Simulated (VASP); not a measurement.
# TiO2 in VASP: single point with PBEsol

Aim: the single point of TiO2 with PBEsol.

All numbers are computed with VASP 6.6.1; they aren't measurements. Logs are shortened: lines on timing, memory, paths and dates and some standing lists are left out, and cuts for length are marked.

**1. The cell of the first run**

The cell holds layers a few Å apart, 18 atoms: a = 2.939 Å, b = 4.591 Å, c = 16.274 Å, α = 90.00°, β = 90.00°, γ = 90.00°.

**2. Single point, PBEsol**

Contents of INCAR:

```
SYSTEM = TiO2
ALGO = Normal
DIPOL = 0.5 0.5 0.500
EDIFF = 1E-6
ENCUT = 520
GGA = PS
GGA_COMPAT = .FALSE.
IDIPOL = 3
ISIF = 2
ISMEAR = 0
LASPH = .TRUE.
LCHARG = .FALSE.
LDIPOL = .TRUE.
LREAL = .FALSE.
LWAVE = .FALSE.
NBANDS = 87
NELM = 120
NELMDL = -8
PREC = Accurate
SIGMA = 0.05
```

Contents of KPOINTS:

```
k-points
0
G
  9 6 1
  0 0 0
```

Contents of POSCAR:

```
TiO2
1.0
    2.9389939992      0.0000000000      0.0000000000
    0.0000000000      4.5912476233      0.0000000000
    0.0000000000      0.0000000000     16.2738593696
O Ti
12 6
Direct
    0.5000000000      0.1955612568      0.0921723585
    0.5000000000      0.8044387432      0.2025174383
    0.0000000000      0.3044387432      0.2332343991
    0.0000000000      0.6955612568      0.3435794790
    0.5000000000      0.1955612568      0.3742964398
    0.5000000000      0.8044387432      0.4846415196
    0.0000000000      0.3044387432      0.5153584804
    0.0000000000      0.6955612568      0.6257035602
    0.5000000000      0.1955612568      0.6564205210
    0.5000000000      0.8044387432      0.7667656009
    0.0000000000      0.3044387432      0.7974825617
    0.0000000000      0.6955612568      0.9078276415
    0.0000000000      0.0000000000      0.1473448984
    0.5000000000      0.5000000000      0.2884069391
    0.0000000000      0.0000000000      0.4294689797
    0.5000000000      0.5000000000      0.5705310203
    0.0000000000      0.0000000000      0.7115930609
    0.5000000000      0.5000000000      0.8526551016
```

Potentials or basis: VASP PAW PBE potentials, release 64 (O, Ti_sv).

Launch:

```console
> cat potpaw_PBE.64/O/POTCAR potpaw_PBE.64/Ti_sv/POTCAR > POTCAR
> mpirun -np 1 vasp_std > vasp.out
```

OUTCAR:

```text
SYSTEM = TiO2
   EDIFF = 1E-6
   ENCUT = 520
   GGA = PS
   ISIF = 2
   ISMEAR = 0
   LASPH = .TRUE.
   LREAL = .FALSE.
   NELM = 120
   NELMDL = -8
   PREC = Accurate

 ion  position               nearest neighbor table
   1  0.500  0.196  0.092-  13 1.94  13 1.94
   2  0.500  0.804  0.203-  13 1.94  13 1.94  14 1.98
   3  0.000  0.304  0.233-  14 1.94  14 1.94  13 1.98
   4  0.000  0.696  0.344-  14 1.94  14 1.94  15 1.98
   5  0.500  0.196  0.374-  15 1.94  15 1.94  14 1.98
   6  0.500  0.804  0.485-  15 1.94  15 1.94  16 1.98
   7  0.000  0.304  0.515-  16 1.94  16 1.94  15 1.98
   8  0.000  0.696  0.626-  16 1.94  16 1.94  17 1.98
   9  0.500  0.196  0.656-  17 1.94  17 1.94  16 1.98
  10  0.500  0.804  0.767-  17 1.94  17 1.94  18 1.98
  11  0.000  0.304  0.797-  18 1.94  18 1.94  17 1.98
  12  0.000  0.696  0.908-  18 1.94  18 1.94
  13  0.000  0.000  0.147-   1 1.94   2 1.94   1 1.94   2 1.94   3 1.98
  14  0.500  0.500  0.288-   4 1.94   4 1.94   3 1.94   3 1.94   5 1.98   2 1.98
  15  0.000  0.000  0.429-   5 1.94   6 1.94   5 1.94   6 1.94   4 1.98   7 1.98
  16  0.500  0.500  0.571-   7 1.94   8 1.94   7 1.94   8 1.94   9 1.98   6 1.98
  17  0.000  0.000  0.712-   9 1.94   9 1.94  10 1.94  10 1.94   8 1.98  11 1.98
  18  0.500  0.500  0.853-  11 1.94  12 1.94  11 1.94  12 1.94  10 1.98

  LATTYP: Found a simple orthorhombic cell.
 ALAT       =     2.9389939992
 B/A-ratio  =     1.5621833949
 C/A-ratio  =     5.5372210267

  Lattice vectors:

 A1 = (   2.9389939992,   0.0000000000,   0.0000000000)
 A2 = (   0.0000000000,   4.5912476233,   0.0000000000)
 A3 = (   0.0000000000,   0.0000000000,  16.2738593696)

Analysis of symmetry for initial positions (statically):
=====================================================================
 Subroutine PRICEL returns:
 Original cell was already a primitive cell.

 Routine SETGRP: Setting up the symmetry group for a
 simple orthorhombic supercell.

 Subroutine GETGRP returns: Found  4 space group operations
 (whereof  2 operations were pure point group operations)
 out of a pool of  8 trial point group operations.

The static configuration has the point symmetry C_1h.
 The point group associated with its full space group is C_2v.

Analysis of symmetry for dynamics (positions and initial velocities):
=====================================================================
 Subroutine PRICEL returns:
 Original cell was already a primitive cell.

 Routine SETGRP: Setting up the symmetry group for a
 simple orthorhombic supercell.

 Subroutine GETGRP returns: Found  4 space group operations
 (whereof  2 operations were pure point group operations)
[... 145 lines left out ...]
   ISMEAR =     0;   SIGMA  =   0.05  broadening in eV -4-tet -1-fermi 0-gaus
   EFERMI_NEDOS =   21; number of points for ismear=-14 and -15
   IALGO  =     38    algorithm
   IMIX   =      4    mixing-type and parameters
     AMIX     =   0.40;   BMIX     =  1.00
     AMIX_MAG =   1.60;   BMIX_MAG =  1.00
  volume/ion in A,a.u.               =      12.20        82.33
  Fermi-wavevector in a.u.,A,eV,Ry     =   1.422293  2.687744 27.523453  2.022917
  Thomas-Fermi vector in A             =   2.543012
   LORBIT       =      0    0 simple, 1 ext, 2 COOP (PROOUT), +10 PAW based schemes
   GGA     = PS    functional components
   LHFCALC =     F    Hartree Fock is set to
   AEXX    =    0.0000 exact exchange contribution
   IVDW    =     0    specifies the selected vdW correction
   LEPSILON=     F    determine dielectric tensor
   LRPA    =     F    only Hartree local field effects (RPA)
 non-spin polarized calculation
 Gauss-broadening in eV      SIGMA  =   0.05
  energy-cutoff  :      520.00
  volume of cell :      219.59
 maximum number of plane-waves:      5951
 NGX is ok and might be reduce to    24
   NGX = 11   NGY = 17   NGZ = 61

 dipolmoment           0.000000      0.000000     -0.000000 electrons x Angstroem

 number of electron     144.0000020 magnetization

 dipolmoment           0.000000      0.000000      0.000000 electrons x Angstroem

 Free energy of the ion-electron system (eV)
  ---------------------------------------------------
  ext. energy  EPLUGINS =         0.00000000
  ---------------------------------------------------
  free energy    TOTEN  =      -165.65856303 eV

  energy without entropy =     -165.65856303  energy(sigma->0) =     -165.65856303

 E-fermi :   3.2072     XC(G=0): -10.4893

 val. band max:        2.8506133472   @ k =   0.0000   0.0000   0.0000
 cond. band min:       4.9038514367   @ k =   0.0000   0.0000   0.0000
 fundamental gap:      2.0532380896
 Fermi energy:         3.2072084215

 k-point     1 :       0.0000    0.0000    0.0000
  band No.  band energies     occupation
      1     -53.6446      2.00000
      2     -53.6399      2.00000
      3     -53.6343      2.00000
      4     -53.6298      2.00000
      5     -53.3899      2.00000
      6     -53.3899      2.00000
[... 1729 lines left out ...]
     83       6.3304      0.00000
     84       6.3305      0.00000
 [bands above 84 left out]

------------------------ aborting loop because EDIFF is reached ----------------------------------------

 vacuum level on the upper side and lower side of the slab       (xc-potential included)        -3.721        -3.721

  FORCE on cell =-STRESS in cart. coord.  units (eV):
  Direction    XX          YY          ZZ          XY          YZ          ZX
  --------------------------------------------------------------------------------------
  -------------------------------------------------------------------------------------
  Total       -5.9806724     -3.6478181     -3.1671532      0.0000000      0.0000000      0.0000000
  in kB      -43.6355667    -26.6148350    -23.1078573      0.0000000      0.0000000      0.0000000
  external PRESSURE =     -31.1194197 kB  Pullay stress =       0.0000000 kB

 VOLUME and BASIS-vectors are now :
 -----------------------------------------------------------------------------
  energy-cutoff  :      520.00
  volume of cell :      219.59
      direct lattice vectors                 reciprocal lattice vectors
     2.938993999  0.000000000  0.000000000     0.340252481  0.000000000  0.000000000
     0.000000000  4.591247623  0.000000000     0.000000000  0.217805721  0.000000000
     0.000000000  0.000000000 16.273859370     0.000000000  0.000000000  0.061448239

 POSITION                                       TOTAL-FORCE (eV/Angst)
 -----------------------------------------------------------------------------------
      1.46950      0.89787      1.50000         0.000000     -2.152061      0.903742
      1.46950      3.69338      3.29574         0.000000     -1.096839     -0.033671
      0.00000      1.39775      3.79562         0.000000     -0.499105     -0.379631
      0.00000      3.19349      5.59136         0.000000     -0.074071     -0.072900
      1.46950      0.89787      6.09125         0.000000     -0.037369      0.031124
      1.46950      3.69338      7.88699         0.000000     -0.041003      0.035902
[... 10 lines left out ...]
      0.00000      0.00000     11.58037         0.000000      0.133687      0.029767
      1.46950      2.29562     13.87599         0.000000      3.711611      0.645698
 -----------------------------------------------------------------------------------
    total drift:                                0.000000      0.000319     -0.000000

  FREE ENERGIE OF THE ION-ELECTRON SYSTEM (eV)
  ---------------------------------------------------
  free  energy   TOTEN  =      -165.6585630303 eV

  energy  without entropy=     -165.6585630303  energy(sigma->0) =     -165.65856303

 vacuum level on the upper side and lower side of the slab         6.513         6.513
```

stdout:

```text
POSCAR found type information on POSCAR O Ti
 POSCAR found :  2 types and      18 ions
 scaLAPACK will be used
 -----------------------------------------------------------------------------
[... 52 lines left out ...]
|     workfunction is not accurate as there is no field free region in        |
|     your cell. Please consider either increasing the size of your cell      |
|     along the dipole correction (vacuum dimension) or perhaps               |
|     increasing the precision of your calculation.                           |
|                                                                             |
 -----------------------------------------------------------------------------
```

Wall time 16 min (1 thread of Oxide Virtual Turin-like, shared host); peak memory 0.42 GiB.

Results:

```yaml
Free_energy: -165.6586 eV
Largest_force: 3.767 eV/Å
Band_gap_on_the_k_mesh: 2.05 eV
```

Forces on the atoms (eV/Å):
```
O    0.000 -2.152  0.904
O    0.000 -1.097 -0.034
O    0.000 -0.499 -0.380
O    0.000 -0.074 -0.073
O    0.000 -0.037  0.031
O    0.000 -0.041  0.036
O    0.000 -0.041 -0.036
O    0.000 -0.037 -0.031
O    0.000 -0.074  0.073
O    0.000 -0.499  0.380
O    0.000 -1.097  0.034
O    0.000 -2.152 -0.904
Ti   0.000  3.712 -0.646
Ti   0.000  0.134 -0.030
Ti   0.000  0.055  0.009
Ti   0.000  0.055 -0.009
Ti   0.000  0.134  0.030
Ti   0.000  3.712  0.646
```

Caveat: the PAW data sets were made with another functional, which shifts forces and pressure a little.
